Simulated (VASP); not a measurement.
Crystal: AlIn2As2P.

```xyz
6
Lattice="5.1413 0.0000 0.0000 0.0000 5.1413 0.0000 0.0000 0.0000 5.5447" Properties=species:S:1:pos:R:3 pbc="T T T"
Al    0.0000    0.0000    2.7723
In    2.5706    2.5706    1.4306
In    2.5706    2.5706    4.1141
P     0.0000    0.0000    0.0000
As    0.0000    2.5706    0.0000
As    2.5706    0.0000    0.0000
```

The cell was generated, and may not be a known phase.

* Program: VASP 6.6.1
* Task: relaxation of cell and atoms
* Functional: PBE
* Potentials or basis: VASP PAW PBE potentials, release 64 (Al, In_d, P, As)
* Cutoff: 600 eV
* k mesh: 8 × 8 × 8
* Occupations: gaussian, width 0.1 eV
* Spin: no spin polarisation

At the start: pressure 0.4 GPa; volume 24.43 Å³/atom.

Q: How do energy, volume and symmetry change on relaxing?

A: Over 7 steps the energy falls by 6.3 meV/atom and the volume is 24.65 Å³/atom (+0.9 %); space group P4/mmm (No. 123, to 0.1 Å) before and after.

The path:
| step | energy change (eV) | largest force (eV/Å) | pressure (GPa) | volume (Å³) |
| --- | --- | --- | --- | --- |
| 1 | 0.0000 | 0.1541 | 0.43 | 146.56 |
| 2 | -0.0236 | 0.0870 | 0.00 | 147.92 |
| 3 | -0.0292 | 0.2533 | -0.26 | 149.03 |
| 4 | -0.0365 | 0.1152 | -0.15 | 148.44 |
| 5 | -0.0377 | 0.0423 | -0.06 | 148.11 |
| 6 | -0.0377 | 0.0332 | -0.05 | 148.07 |
| 7 | -0.0379 | 0.0012 | -0.02 | 147.90 |

Final structure:
```
Al In P As
1.0
     5.07591    0.00000    0.00000
     0.00000    5.07591    0.00000
     0.00000    0.00000    5.74037
Al In P As
1 2 1 2
Cartesian
  0.0000 0.0000 2.8702
  2.5380 2.5380 1.4878
  2.5380 2.5380 4.2526
  0.0000 0.0000 0.0000
  0.0000 2.5380 0.0000
  2.5380 0.0000 0.0000
```
